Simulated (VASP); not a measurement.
Crystal: CsPbCl3.

```
CELL_PARAMETERS angstrom
5.60500 0.00000 0.00000
0.00000 5.60500 0.00000
0.00000 0.00000 5.60500
ATOMIC_POSITIONS crystal
Cs 0.00000 0.00000 0.00000
Pb 0.50000 0.50000 0.50000
Cl 0.50000 0.50000 0.00000
Cl 0.00000 0.50000 0.50000
Cl 0.50000 0.00000 0.50000
```

* Program: VASP 6.6.1
* Task: relaxation of cell and atoms
* Functional: PBE
* Potentials or basis: VASP PAW PBE potentials, release 64 (Cs_sv, Pb_d, Cl)
* Cutoff: 600 eV
* k mesh: 4 × 4 × 4
* Occupations: gaussian, width 0.01 eV
* Spin: no spin polarisation

At the start: pressure 1.8 GPa; volume 35.22 Å³/atom.

Q: How do energy, volume and symmetry change on relaxing?

A: Over 3 steps the energy falls by 14.0 meV/atom and the volume is 37.83 Å³/atom (+7.4 %); space group Pm-3m (No. 221, to 0.1 Å) before and after.

The path:
```csv
step,energy change (eV),largest force (eV/Å),pressure (GPa),volume (Å³)
1,0.0000,0.0000,1.85,176.09
2,-0.0677,0.0000,0.29,186.64
3,-0.0698,0.0000,-0.01,189.13
```

Final structure:
```
Cs Pb Cl
1.0
     5.74012    0.00000    0.00000
     0.00000    5.74012    0.00000
     0.00000    0.00000    5.74012
Cs Pb Cl
1 1 3
Direct
  0.00000 0.00000 0.00000
  0.50000 0.50000 0.50000
  0.50000 0.50000 0.00000
  0.00000 0.50000 0.50000
  0.50000 0.00000 0.50000
```
